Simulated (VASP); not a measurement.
# TlCl (Pm-3m) in VASP: further runs

The runs below take TlCl through elastic constants, with PBEsol.

Everything below comes from runs of VASP 6.6.1. Logs are shortened: lines on timing, memory, paths and dates and some standing lists are left out, and cuts for length are marked.

## Step 1: The cell of the first run

The structure is cubic, space group Pm-3m (No. 221). Conventional cell: a = 3.643 Å, b = 3.643 Å, c = 3.643 Å, α = 90.00°, β = 90.00°, γ = 90.00°. Within 4.2 Å of Tl (site symmetry m-3m) lie 8 Cl at 3.16 Å and 6 Tl at 3.64 Å. Within 4.2 Å of Cl (site symmetry m-3m) lie 8 Tl at 3.16 Å and 6 Cl at 3.64 Å.

## Step 2: Elastic constants, PBEsol

File INCAR:

```
SYSTEM = TlCl
  PREC = Accurate
  ENCUT = 500
  EDIFF = 1E-8
  ISMEAR = 0
  SIGMA = 0.01
  LREAL = .FALSE.
  LASPH = .TRUE.
  NELM = 120
  ALGO = Normal
  ISIF = 3
  LWAVE = .FALSE.
  LCHARG = .FALSE.
  GGA = PS
  IBRION = 6
  NFREE = 2
  POTIM = 0.015
  NSW = 1
  GGA_COMPAT = .FALSE.
```

File KPOINTS:

```
regular mesh
0
G
  6 6 6
  0 0 0
```

File POSCAR:

```
TlCl
1.0
    3.6434626036      0.0000000000      0.0000000000
    0.0000000000      3.6434626036      0.0000000000
    0.0000000000      0.0000000000      3.6434626036
Tl Cl
1 1
Direct
    0.0000000000      0.0000000000      0.0000000000
    0.5000000000      0.5000000000      0.5000000000
```

Potentials or basis: VASP PAW PBE potentials, release 64 (Tl_d, Cl).

On the command line:

```console
$ cat potpaw_PBE.64/Tl_d/POTCAR potpaw_PBE.64/Cl/POTCAR > POTCAR
$ mpirun -np 1 vasp_std > vasp.out
```

OUTCAR:

```text
SYSTEM = TlCl
   PREC = Accurate
   ENCUT = 500
   EDIFF = 1E-8
   ISMEAR = 0
   LREAL = .FALSE.
   LASPH = .TRUE.
   NELM = 120
   ISIF = 3
   GGA = PS
   IBRION = 6
   NFREE = 2
   POTIM = 0.015
   NSW = 1

 ion  position               nearest neighbor table
   1  0.000  0.000  0.000-   2 3.16   2 3.16   2 3.16   2 3.16   2 3.16   2 3.16   2 3.16   2 3.16

   2  0.500  0.500  0.500-   1 3.16   1 3.16   1 3.16   1 3.16   1 3.16   1 3.16   1 3.16   1 3.16

  LATTYP: Found a simple cubic cell.
 ALAT       =     3.6434626036

  Lattice vectors:

 A1 = (   3.6434626036,   0.0000000000,   0.0000000000)
 A2 = (   0.0000000000,   3.6434626036,   0.0000000000)
 A3 = (   0.0000000000,   0.0000000000,   3.6434626036)

Analysis of symmetry for initial positions (statically):
=====================================================================
 Subroutine PRICEL returns:
 Original cell was already a primitive cell.

 Routine SETGRP: Setting up the symmetry group for a
 simple cubic supercell.

 Subroutine GETGRP returns: Found 48 space group operations
 (whereof 48 operations were pure point group operations)
 out of a pool of 48 trial point group operations.

The static configuration has the point symmetry O_h .

Analysis of symmetry for dynamics (positions and initial velocities):
=====================================================================
 Subroutine PRICEL returns:
 Original cell was already a primitive cell.

 Routine SETGRP: Setting up the symmetry group for a
 simple cubic supercell.

 Subroutine GETGRP returns: Found 48 space group operations
 (whereof 48 operations were pure point group operations)
 out of a pool of 48 trial point group operations.

The dynamic configuration has the point symmetry O_h .

 Subroutine INISYM returns: Found 48 space group operations
 (whereof 48 operations are pure point group operations),
 and found     1 'primitive' translations

----------------------------------------------------------------------------------------

                                     Primitive cell

  volume of cell :      48.3663

  direct lattice vectors                    reciprocal lattice vectors
     3.643462604  0.000000000  0.000000000     0.274464187  0.000000000  0.000000000
     0.000000000  3.643462604  0.000000000     0.000000000  0.274464187  0.000000000
     0.000000000  0.000000000  3.643462604     0.000000000  0.000000000  0.274464187

  length of vectors
     3.643462604  3.643462604  3.643462604     0.274464187  0.274464187  0.274464187

  position of ions in fractional coordinates (direct lattice)
     0.000000000  0.000000000  0.000000000
     0.500000000  0.500000000  0.500000000

  ion indices of the primitive-cell ions
   primitive index   ion index
                 1           1
                 2           2

----------------------------------------------------------------------------------------

 KPOINTS: regular mesh

Automatic generation of k-mesh.
 Grid dimensions read from file:
 generate k-points for:    6    6    6

 Generating k-lattice:

  Cartesian coordinates                     Fractional coordinates (reciprocal lattice)
     0.045744031  0.000000000  0.000000000     0.166666667  0.000000000  0.000000000
     0.000000000  0.045744031  0.000000000     0.000000000  0.166666667  0.000000000
     0.000000000  0.000000000  0.045744031     0.000000000  0.000000000  0.166666667

[... 108 lines left out ...]
  -------------------------------------------------------------------------------------
  Total        1.1844379      1.1844379      1.1844379     -0.0000000      0.0000000      0.0000000
  in kB       39.2355673     39.2355673     39.2355673     -0.0000000      0.0000000      0.0000000
  external PRESSURE =      39.2355673 kB  Pullay stress =       0.0000000 kB
[... 89 lines left out ...]
  FREE ENERGIE OF THE ION-ELECTRON SYSTEM (eV)
  ---------------------------------------------------
  free  energy   TOTEN  =        -6.3897826450 eV

  energy  without entropy=       -6.3897826450  energy(sigma->0) =       -6.38978264

[... ionic steps 4 to 14 ...]

--------------------------------------- Ionic step       15  -------------------------------------------

 number of electron      19.9999994 magnetization

------------------------ aborting loop because EDIFF is reached ----------------------------------------
[... 67 lines left out ...]
--------------------------------------- Ionic step       17  -------------------------------------------

 number of electron      19.9999993 magnetization

 Free energy of the ion-electron system (eV)
  ---------------------------------------------------
  ext. energy  EPLUGINS =         0.00000000
  ---------------------------------------------------
  free energy    TOTEN  =        -6.40977944 eV

  energy without entropy =       -6.40977944  energy(sigma->0) =       -6.40977944

 E-fermi :   4.5895     XC(G=0): -10.1323

 val. band max:        4.5217986658   @ k =   0.0000   0.5000   0.0000
 cond. band min:       6.0157392266   @ k =   0.5000   0.0000   0.0000
 fundamental gap:      1.4939405608
 Fermi energy:         4.5895080506

 k-point     1 :       0.0000    0.0000    0.0000
  band No.  band energies     occupation
      1     -10.3609      2.00000
      2      -5.8479      2.00000
      3      -5.8479      2.00000
      4      -5.4656      2.00000
      5      -5.4656      2.00000
      6      -5.4656      2.00000
      7      -0.5494      2.00000
      8       2.1644      2.00000
      9       2.1644      2.00000
     10       2.1649      2.00000
     11      11.7053      0.00000
     12      11.7098      0.00000
     13      12.8199      0.00000
     14      12.8199      0.00000
[... 377 lines left out ...]
      1     -10.1786      2.00000
      2      -5.8072      2.00000
      3      -5.7399      2.00000
      4      -5.5274      2.00000
      5      -5.5039      2.00000
      6      -5.4903      2.00000
      7      -1.1549      2.00000
      8       1.6522      2.00000
      9       2.4259      2.00000
     10       3.3524      2.00000
     11       9.6749      0.00000
     12      10.6660      0.00000
     13      12.1040      0.00000
     14      12.7568      0.00000

 [... further k-points ...]

------------------------ aborting loop because EDIFF is reached ----------------------------------------

  FORCE on cell =-STRESS in cart. coord.  units (eV):
  Direction    XX          YY          ZZ          XY          YZ          ZX
  --------------------------------------------------------------------------------------
  -------------------------------------------------------------------------------------
  Total        1.1851495      1.1852373      1.1852373      0.0000000      0.0000000     -0.0000000
  in kB       39.2591401     39.2620466     39.2620466      0.0000000      0.0000000     -0.0000000
  external PRESSURE =      39.2610778 kB  Pullay stress =       0.0000000 kB
[... 17 lines left out ...]
  FREE ENERGIE OF THE ION-ELECTRON SYSTEM (eV)
  ---------------------------------------------------
  free  energy   TOTEN  =        -6.4097794447 eV

  energy  without entropy=       -6.4097794447  energy(sigma->0) =       -6.40977944

 INTERNAL STRAIN TENSORS FROM STRAINED CELLS
 ============================================

 INTERNAL STRAIN TENSOR FOR ION    1 for displacements in x,y,z  (eV/Angst):
          X           Y           Z          XY          YZ          ZX
  --------------------------------------------------------------------------------
  x     0.00000     0.00000     0.00000     0.00000     0.00000    -0.00000
  y     0.00000     0.00000     0.00000     0.00000     0.00000     0.00000
  z     0.00000     0.00000     0.00000     0.00000     0.00000     0.00000

 INTERNAL STRAIN TENSORS FROM DISPLACED ATOMS
 ============================================

 INTERNAL STRAIN TENSOR FOR ION    1 for displacements in x,y,z  (eV/Angst):
          X           Y           Z          XY          YZ          ZX
  --------------------------------------------------------------------------------
  x     0.00000     0.00000     0.00000     0.00000     0.00000     0.00000
  y     0.00000     0.00000     0.00000     0.00000     0.00000     0.00000
  z     0.00000     0.00000     0.00000     0.00000     0.00000     0.00000

 INTERNAL STRAIN TENSOR FOR ION    2 for displacements in x,y,z  (eV/Angst):
          X           Y           Z          XY          YZ          ZX
  --------------------------------------------------------------------------------
  x     0.00000     0.00000     0.00000     0.00000     0.00000     0.00000
  y     0.00000     0.00000     0.00000     0.00000     0.00000     0.00000
  z     0.00000     0.00000     0.00000     0.00000     0.00000     0.00000

 Eigenvectors and eigenvalues of the dynamical matrix
 ----------------------------------------------------

   1 f  =    2.705535 THz    16.999380 2PiTHz   90.246943 cm-1    11.189190 meV
             X         Y         Z           dx          dy          dz
      0.000000  0.000000  0.000000    -0.000000   -0.000000   -0.384522
      1.821731  1.821731  1.821731     0.000000    0.000000    0.923116
[... 21 lines left out ...]
   6 f/i=    0.000128 THz     0.000807 2PiTHz    0.004283 cm-1     0.000531 meV
             X         Y         Z           dx          dy          dz
      0.000000  0.000000  0.000000     0.462386   -0.798963    0.000000
      1.821731  1.821731  1.821731     0.192606   -0.332807    0.000000

--------------------------------------------------------------------------------------------------------

 ELASTIC MODULI CONTR FROM IONIC RELAXATION (kBar)
 Direction    XX          YY          ZZ          XY          YZ          ZX
 --------------------------------------------------------------------------------
 XX           0.0000      0.0000      0.0000      0.0000      0.0000      0.0000
 YY           0.0000      0.0000      0.0000      0.0000      0.0000      0.0000
 ZZ           0.0000      0.0000      0.0000      0.0000      0.0000      0.0000
 XY           0.0000      0.0000      0.0000      0.0000      0.0000      0.0000
 YZ           0.0000      0.0000      0.0000      0.0000      0.0000      0.0000
 ZX           0.0000      0.0000      0.0000      0.0000      0.0000      0.0000
 --------------------------------------------------------------------------------

 TOTAL ELASTIC MODULI (kBar)
 Direction    XX          YY          ZZ          XY          YZ          ZX
 --------------------------------------------------------------------------------
 XX         632.0356    366.1883    366.1883     -0.0000     -0.0000      0.0000
 YY         366.1883    632.0356    366.1883     -0.0000     -0.0000      0.0000
 ZZ         366.1883    366.1883    632.0356      0.0000      0.0000      0.0000
 XY          -0.0000     -0.0000      0.0000    213.9355      0.0000      0.0000
 YZ          -0.0000     -0.0000      0.0000      0.0000    213.9355      0.0000
 ZX           0.0000      0.0000      0.0000      0.0000      0.0000    213.9355
 --------------------------------------------------------------------------------
```

Wall time 2.5 min (1 thread of Intel Xeon 6975P-C (Granite Rapids), shared host); peak memory 0.23 GiB.

Results:

- Elastic constants C11, C12, C44: 63, 37, 21 GPa
- Voigt bulk modulus: 45 GPa
- Highest phonon frequency at Γ, LO-TO splitting left out: 90 cm⁻¹

Phonon frequencies in cm⁻¹ (negative: imaginary):
```
              q point     frequencies
(0.000, 0.000, 0.000)  0 0 0 90 90 90
```

Elastic tensor in Voigt notation (GPa, in the Cartesian axes of the cell as first typed):
```
63 37 37  0  0  0
37 63 37  0  0  0
37 37 63  0  0  0
 0  0  0 21  0  0
 0  0  0  0 21  0
 0  0  0  0  0 21
```

Clamped-ion elastic tensor (GPa):
```
63 37 37  0  0  0
37 63 37  0  0  0
37 37 63  0  0  0
 0  0  0 21  0  0
 0  0  0  0 21  0
 0  0  0  0  0 21
```

Caveat: the cell is under stress, which shifts elastic constants; the PAW data sets were made with another functional, which shifts forces and pressure a little; spin-orbit coupling is left out, which moves the levels of the heavy elements.

## Step 3: Elastic constants, PBEsol

This run uses another cell than the first one, of 25.26 Å³/atom.

File INCAR:

```
PREC = Accurate
ENCUT = 500
EDIFF = 1E-8
ISMEAR = 0
SIGMA = 0.01
LREAL = F
LASPH = T
NELM = 120
ALGO = Normal
ISIF = 3
LWAVE = F
LCHARG = F
GGA = PS
IBRION = 6
NFREE = 2
POTIM = 0.015
NSW = 1
GGA_COMPAT = F
```

File KPOINTS:

```
Automatic mesh
0
Gamma
  6 6 6
```

File POSCAR:

```
TlCl
1.0
    3.6967809909      0.0000000000      0.0000000000
    0.0000000000      3.6967809909      0.0000000000
    0.0000000000      0.0000000000      3.6967809909
Tl Cl
1 1
Direct
    0.0000000000      0.0000000000      0.0000000000
    0.5000000000      0.5000000000      0.5000000000
```

Potentials or basis: VASP PAW PBE potentials, release 64 (Tl_d, Cl).

On the command line:

```console
$ cat potpaw_PBE.64/Tl_d/POTCAR potpaw_PBE.64/Cl/POTCAR > POTCAR
$ mpirun -np 1 vasp_std > vasp.out
```

Run time: 2.6 min. Hardware: 1 thread of Intel Xeon 6975P-C (Granite Rapids), shared host; peak memory 0.24 GiB.

The run converged. Its results:

- Elastic constants C11, C12, C44: 56, 29, 16 GPa
- Voigt bulk modulus: 38 GPa
- Highest phonon frequency at Γ, LO-TO splitting left out: 75 cm⁻¹

Phonon frequencies in cm⁻¹ (negative: imaginary):
```
              q point     frequencies
(0.000, 0.000, 0.000)  0 0 0 75 75 75
```

Elastic tensor in Voigt notation (GPa, in the Cartesian axes of the cell as first typed):
```
56 29 29  0  0  0
29 56 29  0  0  0
29 29 56  0  0  0
 0  0  0 16  0  0
 0  0  0  0 16  0
 0  0  0  0  0 16
```

Clamped-ion elastic tensor (GPa):
```
56 29 29  0  0  0
29 56 29  0  0  0
29 29 56  0  0  0
 0  0  0 16  0  0
 0  0  0  0 16  0
 0  0  0  0  0 16
```

Caveat: the cell is under stress, which shifts elastic constants; the PAW data sets were made with another functional, which shifts forces and pressure a little; spin-orbit coupling is left out, which moves the levels of the heavy elements.
